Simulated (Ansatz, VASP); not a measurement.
**ScTiSe4 in VASP and in Ansatz**

The input INCAR:

```
SYSTEM = ScTiSe4
PREC = Accurate
ENCUT = 520
EDIFF = 1E-7
ISMEAR = 0
SIGMA = 0.1
LREAL = .False.
LASPH = .True.
NELM = 150
ALGO = Normal
ISIF = 2
LWAVE = .False.
LCHARG = .True.
ISPIN = 2
MAGMOM = 0 1 0 0 0 0
LORBIT = 11
LMAXMIX = 4
GGA = PE
LELF = .True.
LVHAR = .True.
NBANDS = 36
```

KPOINTS

```
Automatic mesh
0
Gamma
  6 6 2
  0 0 0
```

The input POSCAR:

```
ScTiSe4
1.0
    3.9934293600      0.0000000000      0.0000000000
   -1.9967146800      3.4584112800      0.0000000000
    0.0000000000      0.0000000000      8.8671107000
Sc Ti Se
1 1 4
Direct
    0.0000000000      0.0000000000      0.0000000000
    0.0000000000      0.0000000000      0.5000000000
    0.6666666700      0.3333333300      0.2336920100
    0.3333333300      0.6666666700      0.7663079900
    0.3333333300      0.6666666700      0.2336920100
    0.6666666700      0.3333333300      0.7663079900
```

Input for Ansatz:

```yaml
crystal:
  lattice:
    - [3.99342936, 0.0, 0.0]
    - [-1.99671468, 3.45841128, 0.0]
    - [0.0, 0.0, 8.8671107]
  atoms:
    - { symbol: Sc, position: [0.0, 0.0, 0.0] }
    - { symbol: Ti, position: [0.0, 0.0, 0.5], spin: 1.0 }
    - { symbol: Se, position: [0.66666667, 0.33333333, 0.23369201] }
    - { symbol: Se, position: [0.33333333, 0.66666667, 0.76630799] }
    - { symbol: Se, position: [0.33333333, 0.66666667, 0.23369201] }
    - { symbol: Se, position: [0.66666667, 0.33333333, 0.76630799] }
basis:
  ecutwfc: 420
kpoints:
  mp_grid: { grid: [6, 6, 2] }
hamiltonian:
  xc: pbe
scf:
  occupations: { method: gaussian, width: 0.1 }
  lower_state_search: "off"
output:
  forces: true
  stress: true
  eigenvalues: true
  populations: true
magnetization:
  spin_polarized: true
```

Change from the starting cell: species swapped into the MgAlB4 type (P6/mmm, No. 191).

Alike in both runs: task single point; functional PBE; k mesh 6 × 6 × 2; occupations gaussian, width 0.1 eV; collinear spin.

|  | VASP | Ansatz |
| --- | --- | --- |
| version | VASP 6.6.1 | Ansatz 0.2.0 |
| potentials or method | VASP PAW PBE potentials, release 64 (Sc_sv, Ti_sv, Se), cutoff 520 eV | scalar-relativistic, plane waves, PAW |
| valence electrons in the cell | 47 | 87 |

```csv
,VASP,Ansatz,Ansatz less VASP
gap on the k mesh at the Fermi level (eV),none,none,-
pressure (GPa),21.9,21.6,-0.30
"traceless stress, the component that is largest in VASP (GPa)",-30.32,-30.16,+0.157
rms of the force components (eV/Å),0.042,0.046,+0.0037
net moment per atom (μB),0.48,0.48,-0.002
size of the moment on the site where the two differ most (μB),1.83,2.07,+0.244
```

Site moments also hang on the region over which each program counts them. Atom by atom the forces differ by 0.004 eV/Å (rms over components). A gap of «none» marks a metal or a gap that the smearing closes. With one functional, cell and mesh, what is left measures potentials, basis and numerics. VASP's potentials hold 47 valence electrons a cell and Ansatz's 87, so a difference there can come from the potentials and not from the codes.
